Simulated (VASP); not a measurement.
Write the native input for VASP 6.6.1 that does the following.

- Task: relaxation of cell and atoms
- Functional: PBE
- Potentials or basis: VASP PAW PBE potentials, release 64 (Dy_3, Ti_sv), 4f in core
- Cutoff: 500 eV
- k mesh: 12 × 12 × 12
- Occupations: gaussian, width 0.1 eV
- Spin: collinear spin
- Starting moments: [0.0, 0.0, 0.38] μB
- Dipole correction: no
- Mended: yes
- Further INCAR settings: ALGO = Normal; EDIFF = 1e-07; IBRION = 2; EDIFFG = -0.01; NSW = 100; ISIF = 3

The structure of Dy2Ti lies in POSCAR:

```
Dy2Ti
1.0
    5.2375800754      0.0000000000      0.0000000000
   -2.6187900377      4.5358773997      0.0000000000
    0.0000000000      0.0000000000      3.2078307588
Dy Ti
2 1
Direct
    0.3333333333      0.6666666667      0.5000000000
    0.6666666667      0.3333333333      0.5000000000
    0.0000000000      0.0000000000      0.0000000000
```

The cell was built from a structure type or drawn by symmetry, and may not be a known phase.

These files were run (other wordings do the same):

INCAR

```
SYSTEM = Dy2Ti
PREC = Accurate
ENCUT = 500
EDIFF = 1E-7
ISMEAR = 0
SIGMA = 0.1
LREAL = .FALSE.
LASPH = .TRUE.
NELM = 200
ALGO = Normal
ISIF = 3
LWAVE = .FALSE.
LCHARG = .FALSE.
ISPIN = 2
MAGMOM = 0 0 0.38
LORBIT = 11
LMAXMIX = 6
GGA = PE
IBRION = 2
NSW = 100
EDIFFG = -0.01
GGA_COMPAT = .FALSE.
NELMIN = 4
KPAR = 4
```

KPOINTS

```
Automatic mesh
0
G
  12 12 12
  0 0 0
```

Potentials or basis: VASP PAW PBE potentials, release 64 (Dy_3, Ti_sv), 4f in core.

Launch:

```sh
$ cat potpaw_PBE.64/Dy_3/POTCAR potpaw_PBE.64/Ti_sv/POTCAR > POTCAR
$ mpirun -np 4 vasp_std > vasp.out
```

Results of the run:

```
Relaxed volume                                        : 25.60 Å³/atom
Relaxed cell                                          : a = 5.253 Å, b = 5.253 Å, c = 3.214 Å, α = 90.00°, β = 90.00°, γ = 120.00°
Space group after relaxing (to 0.1 Å)                 : P6/mmm (No. 191)
Energy gained by relaxing                             : 0.3 meV/atom
Ionic steps                                           : 3
Pressure after relaxing                               : 0.0 GPa
Band gap on the k mesh                                : zero (filled and empty bands overlap)
Net moment                                            : -0.01 μB per cell
Valence electrons inside the program's atomic spheres : Dy 8.21; Ti 10.02
```

Caveat: the magnetic or orbital state may not be the lowest; spin-orbit coupling is left out, which moves the levels of the heavy elements; the 4f electrons are frozen in the core, so they carry no moment and show no levels.

It took 2.5 min on 4 MPI ranks on AMD EPYC 9R45 96-Core Processor (Zen 5), on a shared host, peak memory 0.43 GiB a rank.
